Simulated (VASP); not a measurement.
Runs of VASP 6.6.1 on CdSe. The structure is that of space group P6_222 (No. 180), or close to it. The cells are those of the table. 

```tsv
task	cell	k mesh	cutoff (eV)	gap on the mesh (eV)	pressure (GPa)
single point	a = 4.341, b = 4.341, c = 10.000 Å, angles 90.0, 90.0, 120.0°, 6 atoms	12 × 12 × 4	520	none	-1.1
single point	a = 4.288, b = 4.288, c = 9.950 Å, angles 90.0, 90.0, 120.0°, 6 atoms	12 × 12 × 4	520	none	(a)
relaxation of cell and atoms	relaxed from a = 4.167, b = 4.167, c = 9.127 Å, angles 90.0, 90.0, 120.0°, 6 atoms	6 × 6 × 2	600	none	-0.1
single point	a = 4.238, b = 4.238, c = 9.881 Å, angles 90.0, 90.0, 120.0°, 6 atoms	12 × 12 × 4	520	none	1.9
```

Alike in all rows: level PBE; potentials or basis VASP PAW PBE potentials, release 64 (Cd, Se); no spin polarisation; smearing gaussian 0.1 eV.

Problem. Fill in the values left out.

Solution. (a) 0.3.

Caveats: semilocal functionals underestimate gaps, and a narrow one can read as zero.

A k mesh can miss the band edges, and the runs leave out spin-orbit coupling on Cd, Se.

A gap of «none» marks levels without a gap at the run's occupations.
